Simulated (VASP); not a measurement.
# PtS2 (P-3m1) in VASP: single point with PBEsol+U

Aim: the single point of PtS2 with PBEsol+U.

Program: VASP 6.6.1. These are calculated values, not measurements. Logs are shortened: lines on timing, memory, paths and dates and some standing lists are left out, and cuts for length are marked.

**1. The cell of the first run**

The structure is trigonal, space group P-3m1 (No. 164). Conventional cell: a = 3.543 Å, b = 3.543 Å, c = 5.039 Å, α = 90.00°, β = 90.00°, γ = 120.00°. Pt (site symmetry -3m) has 6 S at 2.40 Å within 3.2 Å. Within 3.3 Å of S (site symmetry 3m) lie 3 Pt at 2.40 Å and 6 S at 3.25 Å.

**2. Single point, PBEsol+U**

The input, INCAR:

```
SYSTEM = PtS2
PREC = Accurate
ENCUT = 570
EDIFF = 1E-6
ISMEAR = 0
SIGMA = 0.05
LREAL = .FALSE.
LASPH = .TRUE.
NELM = 200
ALGO = Normal
ISIF = 2
LWAVE = .FALSE.
LCHARG = .FALSE.
LMAXMIX = 4
LDAU = .TRUE.
LDAUTYPE = 2
LDAUL = 2 -1
LDAUU = 2 0
LDAUJ = 0 0
LDAUPRINT = 1
GGA = PS
NBANDS = 39
GGA_COMPAT = .FALSE.
```

The input, KPOINTS:

```
Automatic mesh
0
G
  7 7 3
  0 0 0
```

The input, POSCAR:

```
PtS2
1.0
    3.5431995400      0.0000000000      0.0000000000
   -1.7715997700      3.0685008100      0.0000000000
    0.0000000000      0.0000000000     10.0776001800
Pt S
2 4
Direct
    0.0000000000      0.0000000000      0.0000000000
    0.0000000000      0.0000000000      0.5000000000
    0.3333333333      0.6666666667      0.1250000000
    0.6666666667      0.3333333333      0.3750000000
    0.3333333333      0.6666666667      0.6250000000
    0.6666666667      0.3333333333      0.8750000000
```

Potentials or basis: VASP PAW PBE potentials, release 64 (Pt_sv_GW, S).

Run with:

```sh
> cat potpaw_PBE.64/Pt_sv_GW/POTCAR potpaw_PBE.64/S/POTCAR > POTCAR
> mpirun -np 1 vasp_std > vasp.out
```

OUTCAR:

```text
SYSTEM = PtS2
   PREC = Accurate
   ENCUT = 570
   EDIFF = 1E-6
   ISMEAR = 0
   LREAL = .FALSE.
   LASPH = .TRUE.
   NELM = 200
   ISIF = 2
   GGA = PS

 ion  position               nearest neighbor table
   1  0.000  0.000  0.000-   3 2.40   6 2.40   6 2.40   3 2.40   6 2.40   3 2.40
   2  0.000  0.000  0.500-   5 2.40   4 2.40   5 2.40   4 2.40   4 2.40   5 2.40
   3  0.333  0.667  0.125-   1 2.40   1 2.40   1 2.40
   4  0.667  0.333  0.375-   2 2.40   2 2.40   2 2.40
   5  0.333  0.667  0.625-   2 2.40   2 2.40   2 2.40
   6  0.667  0.333  0.875-   1 2.40   1 2.40   1 2.40

  LATTYP: Found a hexagonal cell.
 ALAT       =     3.5431995400
 C/A-ratio  =     2.8442090450

  Lattice vectors:

 A1 = (   3.5431995400,   0.0000000000,   0.0000000000)
 A2 = (  -1.7715997700,   3.0685008100,   0.0000000000)
 A3 = (   0.0000000000,   0.0000000000,  10.0776001800)

Analysis of symmetry for initial positions (statically):
=====================================================================
 Subroutine PRICEL returns following result:

  LATTYP: Found a hexagonal cell.
 ALAT       =     3.5431995400
 C/A-ratio  =     1.4221045225

  Lattice vectors:

 A1 = (   3.5431995400,   0.0000000000,   0.0000000000)
 A2 = (  -1.7715997700,   3.0685008100,   0.0000000000)
 A3 = (   0.0000000000,   0.0000000000,   5.0388000900)

   2 primitive cells build up your supercell.

 Routine SETGRP: Setting up the symmetry group for a
 hexagonal supercell.

 Subroutine GETGRP returns: Found 12 space group operations
 (whereof 12 operations were pure point group operations)
 out of a pool of 24 trial point group operations.

The static configuration has the point symmetry D_3d.

Analysis of symmetry for dynamics (positions and initial velocities):
=====================================================================
 Subroutine PRICEL returns following result:

  LATTYP: Found a hexagonal cell.
 ALAT       =     3.5431995400
 C/A-ratio  =     1.4221045225

  Lattice vectors:

 A1 = (   3.5431995400,   0.0000000000,   0.0000000000)
 A2 = (  -1.7715997700,   3.0685008100,   0.0000000000)
 A3 = (   0.0000000000,   0.0000000000,   5.0388000900)

   2 primitive cells build up your supercell.

 Routine SETGRP: Setting up the symmetry group for a
 hexagonal supercell.

 Subroutine GETGRP returns: Found 12 space group operations
 (whereof 12 operations were pure point group operations)
 out of a pool of 24 trial point group operations.

The dynamic configuration has the point symmetry D_3d.

 Subroutine INISYM returns: Found 12 space group operations
 (whereof 12 operations are pure point group operations),
 and found     2 'primitive' translations

----------------------------------------------------------------------------------------

                                     Primitive cell

  volume of cell :      54.7834

  direct lattice vectors                    reciprocal lattice vectors
     3.543199540  0.000000000  0.000000000     0.282230789  0.162946022  0.000000000
    -1.771599770  3.068500810  0.000000000     0.000000000  0.325892044  0.000000000
     0.000000000  0.000000000  5.038800090     0.000000000  0.000000000  0.198459947

  length of vectors
[... 108 lines left out ...]
   GGA     = PS    functional components
   LHFCALC =     F    Hartree Fock is set to
   AEXX    =    0.0000 exact exchange contribution
   IVDW    =     0    specifies the selected vdW correction
   LEPSILON=     F    determine dielectric tensor
   LRPA    =     F    only Hartree local field effects (RPA)
 non-spin polarized calculation
 Gauss-broadening in eV      SIGMA  =   0.05
  energy-cutoff  :      570.00
  volume of cell :      109.57
 maximum number of plane-waves:      3406
   NGX = 13   NGY = 13   NGZ = 39

atom =   1  type =  1  l = 2

 onsite density matrix

spin component  1

  0.7701 -0.0000 -0.0000  0.1299 -0.0000
 -0.0000  0.6865 -0.0000  0.0000  0.1299
 -0.0000 -0.0000  0.8657 -0.0000 -0.0000
  0.1299  0.0000 -0.0000  0.6865  0.0000
 -0.0000  0.1299 -0.0000  0.0000  0.7701

spin component  2

  0.7701 -0.0000 -0.0000  0.1299 -0.0000
 -0.0000  0.6865 -0.0000  0.0000  0.1299
 -0.0000 -0.0000  0.8657 -0.0000 -0.0000
  0.1299  0.0000 -0.0000  0.6865  0.0000
 -0.0000  0.1299 -0.0000  0.0000  0.7701

 occupancies and eigenvectors

  o =  0.5918  v =  0.0000 -0.8082  0.0000  0.0000  0.5889  0.0000  0.0000  0.0000  0.0000  0.0000      0.0000  0.0000  0.0000  0.0000  0.0000  0.0000  0.0000  0.0000  0.0000  0.0000
  o =  0.5918  v =  0.0000  0.0000  0.0000  0.0000  0.0000  0.0000 -0.8082  0.0000  0.0000  0.5889      0.0000  0.0000  0.0000  0.0000  0.0000  0.0000  0.0000  0.0000  0.0000  0.0000
  o =  0.5918  v =  0.0000  0.0000  0.0000  0.0000  0.0000  0.5889  0.0000  0.0000 -0.8082  0.0000      0.0000  0.0000  0.0000  0.0000  0.0000  0.0000  0.0000  0.0000  0.0000  0.0000
  o =  0.5918  v =  0.5889  0.0000  0.0000 -0.8082  0.0000  0.0000  0.0000  0.0000  0.0000  0.0000      0.0000  0.0000  0.0000  0.0000  0.0000  0.0000  0.0000  0.0000  0.0000  0.0000
  o =  0.8647  v =  0.0000  0.5889  0.0000  0.0000  0.8082  0.0000  0.0000  0.0000  0.0000  0.0000      0.0000  0.0000  0.0000  0.0000  0.0000  0.0000  0.0000  0.0000  0.0000  0.0000
  o =  0.8647  v =  0.0000  0.0000  0.0000  0.0000  0.0000  0.0000  0.5889  0.0000  0.0000  0.8082      0.0000  0.0000  0.0000  0.0000  0.0000  0.0000  0.0000  0.0000  0.0000  0.0000
  o =  0.8647  v = -0.8082  0.0000  0.0000 -0.5889  0.0000  0.0000  0.0000  0.0000  0.0000  0.0000      0.0000  0.0000  0.0000  0.0000  0.0000  0.0000  0.0000  0.0000  0.0000  0.0000
  o =  0.8647  v =  0.0000  0.0000  0.0000  0.0000  0.0000 -0.8082  0.0000  0.0000 -0.5889  0.0000      0.0000  0.0000  0.0000  0.0000  0.0000  0.0000  0.0000  0.0000  0.0000  0.0000
  o =  0.8657  v =  0.0000  0.0000  0.0000  0.0000  0.0000  0.0000  0.0000 -1.0000 -0.0000  0.0000      0.0000  0.0000  0.0000  0.0000  0.0000  0.0000  0.0000  0.0000  0.0000  0.0000
  o =  0.8657  v =  0.0000  0.0000 -1.0000 -0.0000  0.0000  0.0000  0.0000  0.0000  0.0000  0.0000      0.0000  0.0000  0.0000  0.0000  0.0000  0.0000  0.0000  0.0000  0.0000  0.0000

atom =   2  type =  1  l = 2

 onsite density matrix

spin component  1

  0.7701 -0.0000 -0.0000  0.1299 -0.0000
 -0.0000  0.6865 -0.0000  0.0000  0.1299
 -0.0000 -0.0000  0.8657  0.0000 -0.0000
  0.1299  0.0000  0.0000  0.6865  0.0000
 -0.0000  0.1299 -0.0000  0.0000  0.7701

spin component  2

  0.7701 -0.0000 -0.0000  0.1299 -0.0000
 -0.0000  0.6865 -0.0000  0.0000  0.1299
 -0.0000 -0.0000  0.8657  0.0000 -0.0000
  0.1299  0.0000  0.0000  0.6865  0.0000
 -0.0000  0.1299 -0.0000  0.0000  0.7701

 occupancies and eigenvectors

  o =  0.5918  v =  0.0000 -0.8082  0.0000  0.0000  0.5889  0.0000  0.0000  0.0000  0.0000  0.0000      0.0000  0.0000  0.0000  0.0000  0.0000  0.0000  0.0000  0.0000  0.0000  0.0000
  o =  0.5918  v =  0.0000  0.0000  0.0000  0.0000  0.0000  0.0000 -0.8082  0.0000  0.0000  0.5889      0.0000  0.0000  0.0000  0.0000  0.0000  0.0000  0.0000  0.0000  0.0000  0.0000
  o =  0.5918  v =  0.0000  0.0000  0.0000  0.0000  0.0000  0.5889  0.0000  0.0000 -0.8082  0.0000      0.0000  0.0000  0.0000  0.0000  0.0000  0.0000  0.0000  0.0000  0.0000  0.0000
  o =  0.5918  v =  0.5889  0.0000  0.0000 -0.8082  0.0000  0.0000  0.0000  0.0000  0.0000  0.0000      0.0000  0.0000  0.0000  0.0000  0.0000  0.0000  0.0000  0.0000  0.0000  0.0000
  o =  0.8647  v =  0.0000  0.0000  0.0000  0.0000  0.0000  0.0000  0.5889  0.0000  0.0000  0.8082      0.0000  0.0000  0.0000  0.0000  0.0000  0.0000  0.0000  0.0000  0.0000  0.0000
  o =  0.8647  v =  0.0000  0.5889  0.0000  0.0000  0.8082  0.0000  0.0000  0.0000  0.0000  0.0000      0.0000  0.0000  0.0000  0.0000  0.0000  0.0000  0.0000  0.0000  0.0000  0.0000
  o =  0.8647  v = -0.8082  0.0000  0.0000 -0.5889  0.0000  0.0000  0.0000  0.0000  0.0000  0.0000      0.0000  0.0000  0.0000  0.0000  0.0000  0.0000  0.0000  0.0000  0.0000  0.0000
  o =  0.8647  v =  0.0000  0.0000  0.0000  0.0000  0.0000 -0.8082  0.0000  0.0000 -0.5889  0.0000      0.0000  0.0000  0.0000  0.0000  0.0000  0.0000  0.0000  0.0000  0.0000  0.0000
  o =  0.8657  v =  0.0000 -0.0000  1.0000  0.0000 -0.0000  0.0000  0.0000  0.0000  0.0000  0.0000      0.0000  0.0000  0.0000  0.0000  0.0000  0.0000  0.0000  0.0000  0.0000  0.0000
  o =  0.8657  v =  0.0000  0.0000  0.0000  0.0000  0.0000  0.0000 -0.0000  1.0000  0.0000 -0.0000      0.0000  0.0000  0.0000  0.0000  0.0000  0.0000  0.0000  0.0000  0.0000  0.0000

 number of electron      59.9999996 magnetization

 Free energy of the ion-electron system (eV)
  ---------------------------------------------------
  ext. energy  EPLUGINS =         0.00000000
  ---------------------------------------------------
  free energy    TOTEN  =       -30.46322447 eV

  energy without entropy =      -30.46322447  energy(sigma->0) =      -30.46322447

 E-fermi :   6.8143     XC(G=0): -11.0538

 val. band max:        6.6353125148   @ k =   0.0000   0.0000   0.0000
 cond. band min:       7.0051974102   @ k =   0.2857   0.0000   0.3333
 fundamental gap:      0.3698848954
 Fermi energy:         6.8143204599

 k-point     1 :       0.0000    0.0000    0.0000
  band No.  band energies     occupation
      1     -92.7140      2.00000
      2     -92.7135      2.00000
      3     -46.8945      2.00000
      4     -46.8945      2.00000
      5     -46.8942      2.00000
      6     -46.8942      2.00000
[... 829 lines left out ...]
     38      14.4871      0.00000
     39      14.5079      0.00000

------------------------ aborting loop because EDIFF is reached ----------------------------------------

  FORCE on cell =-STRESS in cart. coord.  units (eV):
  Direction    XX          YY          ZZ          XY          YZ          ZX
  --------------------------------------------------------------------------------------
  -------------------------------------------------------------------------------------
  Total       -2.0889361     -2.0889361     -3.1458136      0.0000000      0.0000000      0.0000000
  in kB      -30.5461701    -30.5461700    -46.0007158      0.0000000      0.0000000      0.0000000
  external PRESSURE =     -35.6976853 kB  Pullay stress =       0.0000000 kB

 VOLUME and BASIS-vectors are now :
 -----------------------------------------------------------------------------
  energy-cutoff  :      570.00
  volume of cell :      109.57
      direct lattice vectors                 reciprocal lattice vectors
     3.543199540  0.000000000  0.000000000     0.282230789  0.162946022  0.000000000
    -1.771599770  3.068500810  0.000000000     0.000000000  0.325892044  0.000000000
     0.000000000  0.000000000 10.077600180     0.000000000  0.000000000  0.099229974

 POSITION                                       TOTAL-FORCE (eV/Angst)
 -----------------------------------------------------------------------------------
      0.00000      0.00000      0.00000         0.000000      0.000000      0.000000
      0.00000      0.00000      5.03880         0.000000      0.000000      0.000000
     -0.00000      2.04567      1.25970         0.000000     -0.000000     -0.560651
      1.77160      1.02283      3.77910        -0.000000      0.000000      0.560651
     -0.00000      2.04567      6.29850         0.000000     -0.000000     -0.560651
      1.77160      1.02283      8.81790        -0.000000      0.000000      0.560651
 -----------------------------------------------------------------------------------
    total drift:                               -0.000000     -0.000000      0.000000

  FREE ENERGIE OF THE ION-ELECTRON SYSTEM (eV)
  ---------------------------------------------------
  free  energy   TOTEN  =       -30.4632244736 eV

  energy  without entropy=      -30.4632244725  energy(sigma->0) =      -30.46322447
```

Wall time 2.1 min (1 thread of Intel Xeon Platinum 8559C (Emerald Rapids), shared host); peak memory 0.28 GiB.

Results:

```
Free energy            : -30.4632 eV
Pressure               : -3.6 GPa
Largest force          : 0.561 eV/Å
Band gap on the k mesh : 0.37 eV
```

Forces in eV/Å, atoms in the order of the input:
```
Pt   0.000  0.000  0.000
Pt   0.000  0.000  0.000
S    0.000  0.000 -0.561
S    0.000  0.000  0.561
S    0.000  0.000 -0.561
S    0.000  0.000  0.561
```

Eigenvalues of the final occupation matrices:
```
    site  spin  trace               eigenvalues
site 1 d     1   3.78  0.59 0.59 0.86 0.86 0.87
site 1 d     2   3.78  0.59 0.59 0.86 0.86 0.87
site 2 d     1   3.78  0.59 0.59 0.86 0.86 0.87
site 2 d     2   3.78  0.59 0.59 0.86 0.86 0.87
```

Caveat: the cell stands under tension; the PAW data sets were made with another functional, which shifts forces and pressure a little; spin-orbit coupling is left out, which moves the levels of the heavy elements.
